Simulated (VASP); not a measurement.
Here is a VASP 6.6.1 calculation.

INCAR

```
SYSTEM = SiNi3
PREC     = Accurate       ! precision mode
ENCUT    = 520            ! plane-wave cutoff, eV
EDIFF    = 1E-7           ! SCF threshold, eV
ISMEAR   = 0              ! smearing method
SIGMA    = 0.1            ! smearing width, eV
LREAL    = .FALSE.        ! projectors in reciprocal space
LASPH    = .TRUE.         ! aspherical terms in the spheres
NELM     = 100            ! most SCF steps
ALGO     = Normal         ! electronic algorithm
ISIF     = 2              ! what is computed and relaxed
LWAVE    = .FALSE.        ! write WAVECAR
LCHARG   = .FALSE.        ! write CHGCAR
GGA      = PE             ! functional
NBANDS   = 25             ! bands
```

Contents of KPOINTS:

```
Automatic mesh
0
G
  12 12 12
  0 0 0
```

The input POSCAR:

```
SiNi3
1.0
    3.4708482770      0.0000000000      0.0000000000
    0.0000000000      3.4708482770      0.0000000000
    0.0000000000      0.0000000000      3.4708482770
Si Ni
1 3
Direct
    0.0000000000      0.0000000000      0.0000000000
    0.0000000000      0.5000000000      0.5000000000
    0.5000000000      0.0000000000      0.5000000000
    0.5000000000      0.5000000000      0.0000000000
```

Potentials or basis: VASP PAW PBE potentials, release 64 (Si, Ni).

The run is started by

```sh
$ cat potpaw_PBE.64/Si/POTCAR potpaw_PBE.64/Ni/POTCAR > POTCAR
$ mpirun -np 1 vasp_std > vasp.out
```

Predict the pressure.

7.0 GPa.

Estimate the band gap on the k mesh.

zero (band 17 reaches 11.15 eV, above the bottom of band 18 at 10.90 eV).

 Spin polarisation is off, so any magnetic state and its effect on volume and gap are missing.
